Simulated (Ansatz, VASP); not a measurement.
## One calculation of Te, two programs

The input INCAR:

```
SYSTEM = Te
ALGO = Normal ; EDIFF = 1E-7
ENCUT = 520 ; GGA = RP
ISIF = 2 ; ISMEAR = -1
LASPH = .True. ; LCHARG = .True.
LELF = .True. ; LREAL = .False.
LVHAR = .True. ; LWAVE = .False.
NBANDS = 9 ; NELM = 80
PREC = Accurate ; SIGMA = 0.1
```

The input KPOINTS:

```
k-points
0
Gamma
  11 11 11
  0 0 0
```

The input POSCAR:

```
Te
1.0
    3.1867651161      0.0000000000      0.0000000000
    0.0000000000      3.1867651161      0.0000000000
    0.0000000000      0.0000000000      3.1867651161
Te
1
Direct
    0.0000000000      0.0000000000      0.0000000000
```

Input for Ansatz:

```yaml
crystal:
  lattice:
    - [3.1867651161, 0.0, 0.0]
    - [0.0, 3.1867651161, 0.0]
    - [0.0, 0.0, 3.1867651161]
  atoms:
    - { symbol: Te, position: [0.0, 0.0, 0.0] }
hamiltonian:
  xc: rpbe
  pseudopotentials:
    kind: paw
    azcp:
      Te: "pseudopotentials/Te.paw.azcp"
basis:
  ecutwfc: 420
  fft_grid_basis: typed
kpoints:
  mp_grid: { grid: [11, 11, 11], shift: [0, 0, 0] }
magnetization:
  spin_polarized: false
scf:
  occupations: { method: fermi_dirac, width: 0.1 }
  lower_state_search: "off"
output:
  stress: true
```

Alike in both runs: task single point; functional RPBE; k mesh 11 × 11 × 11; occupations fermi-dirac, width 0.1 eV; no spin polarisation.

```csv
,VASP,Ansatz
version,VASP 6.6.1,Ansatz 0.2.0
potentials or method,"VASP PAW PBE potentials, release 64 (Te), cutoff 520 eV","plane waves (420 eV) with PAW, scalar-relativistic"
valence electrons in the cell,6,16
```

|  | VASP | Ansatz | Ansatz less VASP |
| --- | --- | --- | --- |
| pressure (GPa) | 1.9 | 2.0 | +0.08 |

VASP's potentials were made for PBE, not for RPBE. VASP's potentials hold 6 valence electrons a cell and Ansatz's 16, so a difference there can come from the potentials and not from the codes.

Neither program's run includes spin-orbit coupling.
